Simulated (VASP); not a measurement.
Nb3Sn:

```
Sn Nb
1.0
     5.28210    0.00000    0.00000
     0.00000    5.28210    0.00000
     0.00000    0.00000    5.28210
Sn Nb
2 6
Direct
  0.50000 0.50000 0.50000
  0.00000 0.00000 0.00000
  0.00000 0.50000 0.25000
  0.00000 0.50000 0.75000
  0.50000 0.25000 0.00000
  0.75000 0.00000 0.50000
  0.50000 0.75000 0.00000
  0.25000 0.00000 0.50000
```

```yaml
Program: VASP 6.6.1
Task: relaxation of cell and atoms
Functional: PBE
Potentials_or_basis: VASP PAW PBE potentials, release 64 (Sn_d_GW, Nb_sv_GW)
Cutoff: 540 eV
k_mesh: 6 × 6 × 6
Occupations: methfessel-paxton, width 0.1 eV
Spin: no spin polarisation
```

At the start: pressure 2.5 GPa; volume 18.42 Å³/atom.

**Question.** Where does the relaxation end?

**Answer.** Over 4 steps the energy falls by 3.8 meV/atom and the volume is 18.69 Å³/atom (+1.5 %); space group Pm-3n (No. 223, to 0.1 Å) before and after.

Step by step:
```tsv
step	energy change (eV)	largest force (eV/Å)	pressure (GPa)	volume (Å³)
1	0.0000	0.0000	2.50	147.37
2	0.0386	0.0000	-4.25	153.60
3	-0.0167	0.0000	-0.03	149.55
4	-0.0301	0.0000	0.01	149.55
```

Final structure:
```
Sn Nb
1.0
     5.30796    0.00000    0.00000
     0.00000    5.30796    0.00000
     0.00000    0.00000    5.30796
Sn Nb
2 6
Cartesian
  2.6540 2.6540 2.6540
  0.0000 0.0000 0.0000
  0.0000 2.6540 1.3270
  0.0000 2.6540 3.9810
  2.6540 1.3270 0.0000
  3.9810 0.0000 2.6540
  2.6540 3.9810 0.0000
  1.3270 0.0000 2.6540
```
